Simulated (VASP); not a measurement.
LaS2: single point with LDA

Crystal: LaS2.

```
La S
1.0
     4.04634    0.00000    0.00000
     0.00000    4.04634    0.00000
     0.00000    0.00000    8.31768
La S
2 4
Direct
  0.00000 0.50000 0.72423
  0.50000 0.00000 0.27577
  0.00000 0.50000 0.36397
  0.50000 0.00000 0.63603
  0.00000 0.00000 0.00000
  0.50000 0.50000 0.00000
```

```
Program             : VASP 6.6.1
Task                : single point
Functional          : LDA
Potentials or basis : VASP PAW LDA potentials, release 64 (La, S)
Cutoff              : 500 eV
k mesh              : 3 × 3 × 2
Occupations         : gaussian, width 0.01 eV
Spin                : no spin polarisation
```

| Item | Value |
| --- | --- |
| Pressure | -5.3 GPa |
| Largest force | 0.055 eV/Å |
| Band gap on the k mesh | zero (bands 23 and 24 overlap by 1.73 eV) |

Forces in eV/Å, atoms in the order of the input:
```
La   0.000  0.000  0.055
La   0.000  0.000 -0.055
S    0.000  0.000  0.029
S    0.000  0.000 -0.029
S    0.000  0.000  0.000
S    0.000  0.000  0.000
```

Stress tensor (GPa, compression positive):
```
-5.62  0.00  0.00
 0.00 -5.62  0.00
 0.00  0.00 -4.73
```

Levels at points of the mesh, in eV from the Fermi level:
| k point | band 20 | band 21 | band 22 | band 23 | band 24 | band 25 |
| --- | --- | --- | --- | --- | --- | --- |
| (0.00, 0.00, 0.00) | -1.10 | -1.10 | -0.28 | 0.35 | 0.96 | 0.96 |
| (0.00, 0.00, 0.50) | -1.39 | -1.04 | -1.04 | 0.93 | 0.97 | 0.97 |

Run time: 28 s on 1 thread of Intel(R) Xeon(R) Platinum 8488C (Sapphire Rapids), with other jobs on the host, peak memory 0.2 GiB.

Caveat: the k points lie up to 0.52 Å⁻¹ apart, too coarse for converged energies and pressures of a metal; spin-orbit coupling is left out, which moves the levels of the heavy elements.
